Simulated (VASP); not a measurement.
# B4N3 in VASP: single point with PBE+D3(BJ)

Aim: the single point of B4N3 with PBE+D3(BJ).

Program: VASP 6.6.1. These are calculated values, not measurements. Logs are shortened: lines on timing, memory, paths and dates and some standing lists are left out, and cuts for length are marked.

## 1. The cell of the first run

The cell holds a slab with vacuum, 7 atoms: a = 2.506 Å, b = 2.506 Å, c = 25.593 Å, α = 90.00°, β = 90.00°, γ = 120.00°.

## 2. Single point, PBE+D3(BJ), collinear spin

Input file INCAR:

```
SYSTEM = B4N3
PREC = Accurate ; ENCUT = 520
EDIFF = 1E-6 ; ISMEAR = 0
SIGMA = 0.05 ; LREAL = .FALSE.
LASPH = .TRUE. ; NELM = 150
ALGO = Normal ; ISIF = 2
LWAVE = .FALSE. ; LCHARG = .FALSE.
ISPIN = 2 ; MAGMOM = 0 0 0 1 0 0 0
LORBIT = 11 ; LDIPOL = .TRUE.
IDIPOL = 3 ; DIPOL = 0.5 0.5 0.490
GGA = PE ; IVDW = 12
NBANDS = 26
```

Input file KPOINTS:

```
regular mesh
0
G
  12 12 1
  0 0 0
```

Input file POSCAR:

```
B4N3
1.0
    2.5061138137      0.0000000000      0.0000000000
   -1.2530569069      2.1703582275      0.0000000000
    0.0000000000      0.0000000000     25.5926876598
B N
4 3
Direct
    0.6666666667      0.3333333333      0.3321261179
    0.3427214490      0.6854428980      0.4622699643
    0.0295279321      0.0590558641      0.5916441182
    0.6972281174      0.3944562349      0.6644389400
    0.3333333333      0.6666666667      0.3322402185
    0.0093967147      0.0187934294      0.4622367575
    0.6961099312      0.3922198624      0.5882869460
```

Potentials or basis: VASP PAW PBE potentials, release 64 (B, N).

Launch:

```
cat potpaw_PBE.64/B/POTCAR potpaw_PBE.64/N/POTCAR > POTCAR
mpirun -np 1 vasp_std > vasp.out
```

OUTCAR:

```text
SYSTEM = B4N3
   PREC = Accurate
   ENCUT = 520
   EDIFF = 1E-6
   ISMEAR = 0
   LREAL = .FALSE.
   LASPH = .TRUE.
   NELM = 150
   ISIF = 2
   ISPIN = 2
   LORBIT = 11
   GGA = PE
   IVDW = 12
 IVDW          = 12

 ion  position               nearest neighbor table
   1  0.667  0.333  0.332-   5 1.45   5 1.45   5 1.45
   2  0.343  0.685  0.462-   6 1.45   6 1.45   6 1.45
   3  0.030  0.059  0.592-   7 1.45   7 1.45   7 1.45
   4  0.697  0.394  0.664-   7 1.95
   5  0.333  0.667  0.332-   1 1.45   1 1.45   1 1.45
   6  0.009  0.019  0.462-   2 1.45   2 1.45   2 1.45
   7  0.696  0.392  0.588-   3 1.45   3 1.45   3 1.45   4 1.95

  LATTYP: Found a hexagonal cell.
 ALAT       =     2.5061138137
 C/A-ratio  =    10.2121011105

  Lattice vectors:

 A1 = (   2.5061138137,   0.0000000000,   0.0000000000)
 A2 = (  -1.2530569069,   2.1703582275,   0.0000000000)
 A3 = (   0.0000000000,   0.0000000000,  25.5926876598)

Analysis of symmetry for initial positions (statically):
=====================================================================
 Subroutine PRICEL returns:
 Original cell was already a primitive cell.

 Routine SETGRP: Setting up the symmetry group for a
 hexagonal supercell.

 Subroutine GETGRP returns: Found  2 space group operations
 (whereof  2 operations were pure point group operations)
 out of a pool of 24 trial point group operations.

The static configuration has the point symmetry C_1h.

Analysis of symmetry for dynamics (positions and initial velocities):
=====================================================================
 Subroutine PRICEL returns:
 Original cell was already a primitive cell.

 Routine SETGRP: Setting up the symmetry group for a
 hexagonal supercell.

 Subroutine GETGRP returns: Found  2 space group operations
 (whereof  2 operations were pure point group operations)
 out of a pool of 24 trial point group operations.

The dynamic configuration has the point symmetry C_1h.

Analysis of structural, dynamic, and magnetic symmetry:
=====================================================================
 Subroutine PRICEL returns:
 Original cell was already a primitive cell.

 Routine SETGRP: Setting up the symmetry group for a
 hexagonal supercell.

 Subroutine GETGRP returns: Found  2 space group operations
 (whereof  2 operations were pure point group operations)
 out of a pool of 24 trial point group operations.

The overall configuration has the point symmetry C_1h.

[... 154 lines left out ...]
  ext. energy  EPLUGINS =         0.00000000
  ---------------------------------------------------
  free energy    TOTEN  =       -55.64450522 eV

  energy without entropy =      -55.64411342  energy(sigma->0) =      -55.64430932

 E-fermi :   0.9129     XC(G=0):  -5.0279

 val. band max:        0.9128530373   @ k =   0.3333   0.3333   0.0000
 cond. band min:       0.9128580436   @ k =   0.3333   0.3333   0.0000
 fundamental gap:      0.0000050063
 Fermi energy:         0.9128555406

 spin component 1

 k-point     1 :       0.0000    0.0000    0.0000
  band No.  band energies     occupation
      1     -21.2938      1.00000
      2     -20.5044      1.00000
      3     -20.3305      1.00000
      4     -11.0992      1.00000
      5      -8.5055      1.00000
      6      -7.5067      1.00000
[... 661 lines left out ...]
     24       8.6116      0.00000
     25       9.4817      0.00000

 [... further k-points ...]

 spin component 2

 k-point     1 :       0.0000    0.0000    0.0000
  band No.  band energies     occupation
      1     -21.2938      1.00000
      2     -20.5044      1.00000
      3     -20.3305      1.00000
      4     -11.0992      1.00000
      5      -8.5055      1.00000
      6      -7.5067      1.00000
[... 661 lines left out ...]
     24       8.6772      0.00000
     25       9.4975      0.00000

 [... further k-points ...]

 [bands above 25 left out]

------------------------ aborting loop because EDIFF is reached ----------------------------------------

 vacuum level on the upper side and lower side of the slab       (xc-potential included)         1.032        -1.167

 Edisp (eV)   -1.03599

 E8    (eV) :    -0.3228

  FORCE on cell =-STRESS in cart. coord.  units (eV):
  Direction    XX          YY          ZZ          XY          YZ          ZX
  --------------------------------------------------------------------------------------
  -------------------------------------------------------------------------------------
  Total      -0.07044    -0.06206    -0.07253     0.00000    -0.02315     0.00000
  in kB      -0.81075    -0.71431    -0.83481     0.00000    -0.26650     0.00000
  external pressure =       -0.79 kB  Pullay stress =        0.00 kB

 VOLUME and BASIS-vectors are now :
 -----------------------------------------------------------------------------
  energy-cutoff  :      520.00
  volume of cell :      139.20
      direct lattice vectors                 reciprocal lattice vectors
     2.506113814  0.000000000  0.000000000     0.399024176  0.230376716  0.000000000
    -1.253056907  2.170358227  0.000000000     0.000000000  0.460753431  0.000000000
     0.000000000  0.000000000 25.592687660     0.000000000  0.000000000  0.039073661

 POSITION                                       TOTAL-FORCE (eV/Angst)
 -----------------------------------------------------------------------------------
      1.25306      0.72345      8.50000         0.000000     -0.001040      0.057404
     -0.00000      1.48766     11.83073        -0.000000      0.000309     -0.008276
      0.00000      0.12817     15.14176         0.000000     -0.014602     -0.018086
      1.25306      0.85611     17.00478         0.000000     -0.004652      0.002514
     -0.00000      1.44691      8.50292        -0.000000      0.003053     -0.055239
     -0.00000      0.04079     11.82988         0.000000     -0.000325      0.008985
      1.25306      0.85126     15.05584        -0.000000      0.017257      0.012698
 -----------------------------------------------------------------------------------
    total drift:                               -0.000002     -0.000041     -0.000176

  FREE ENERGIE OF THE ION-ELECTRON SYSTEM (eV)
  ---------------------------------------------------
  free  energy   TOTEN  =       -56.6804907191 eV

  energy  without entropy=      -56.6800989207  energy(sigma->0) =      -56.68029482

 vacuum level on the upper side and lower side of the slab         5.149         2.865

 total charge

# of ion       s       p       d       tot
------------------------------------------
    1        0.743   1.424   0.000   2.168
    2        0.744   1.424   0.000   2.167
    3        0.727   1.453   0.000   2.180
    4        0.802   0.618   0.000   1.420
    5        1.225   2.793   0.000   4.019
    6        1.225   2.795   0.000   4.020
    7        1.235   2.783   0.000   4.017
--------------------------------------------------
tot          6.702  13.289   0.000  19.991

 magnetization (x)

# of ion       s       p       d       tot
------------------------------------------
    1        0.000   0.000   0.000   0.000
    2        0.000   0.000   0.000   0.000
    3       -0.000  -0.000   0.000  -0.000
    4        0.000   0.000   0.000   0.000
    5       -0.000  -0.000   0.000  -0.000
    6       -0.000  -0.000   0.000  -0.000
    7        0.000   0.000   0.000   0.000
--------------------------------------------------
tot          0.000  -0.000   0.000  -0.000
```

OSZICAR:

```text
N       E                     dE             d eps       ncg     rms          rms(c)
DAV:   1     0.163454589303E+03    0.16345E+03   -0.11698E+04  4480   0.857E+02
DAV:   2    -0.429379557718E+02   -0.20639E+03   -0.19462E+03  5992   0.217E+02
DAV:   3    -0.600459152261E+02   -0.17108E+02   -0.16915E+02  5834   0.661E+01
[... 22 lines left out ...]
DAV:  26    -0.556444919842E+02   -0.24997E-04   -0.14390E-07  4410   0.201E-03    0.350E-04
DAV:  27    -0.556445004645E+02   -0.84803E-05   -0.56577E-08  4664   0.121E-03    0.212E-04
DAV:  28    -0.556445028822E+02   -0.24177E-05   -0.16450E-08  4556   0.652E-04    0.130E-04
DAV:  29    -0.556445047952E+02   -0.19130E-05   -0.13788E-08  4098   0.531E-04    0.817E-05
DAV:  30    -0.556445052153E+02   -0.42011E-06   -0.22932E-09  4436   0.257E-04
   1 F= -.56680491E+02 E0= -.56680295E+02  d E =-.391798E-03  mag=     0.0000
```

stdout:

```text
POSCAR found type information on POSCAR B N
 POSCAR found :  2 types and       7 ions
 scaLAPACK will be used
 LDA part: xc-table for (Slater+PW92), standard interpolation
 POSCAR, INCAR and KPOINTS ok, starting setup
 FFT: planning ... GRIDC
 FFT: planning ... GRID_SOFT
 FFT: planning ... GRID
 WAVECAR not read
 entering main loop
```

Run time: 14 min. Hardware: 1 thread of Oxide Virtual Turin-like, shared host; peak memory 0.41 GiB.

Results:

```yaml
Free_energy: -56.6805 eV
Largest_force: 0.057 eV/Å
Net_moment: 0.00 μB per cell
Valence_electrons_inside_the_program's_atomic_spheres: B 2.17, 2.18, 1.42 (each value once); N 4.02
Dispersion_energy_per_atom: -0.148 eV
```

Forces in eV/Å, atoms in the order of the input:
```
B    0.000 -0.001  0.057
B    0.000  0.000 -0.008
B    0.000 -0.015 -0.018
B    0.000 -0.005  0.003
N    0.000  0.003 -0.055
N    0.000  0.000  0.009
N    0.000  0.017  0.013
```
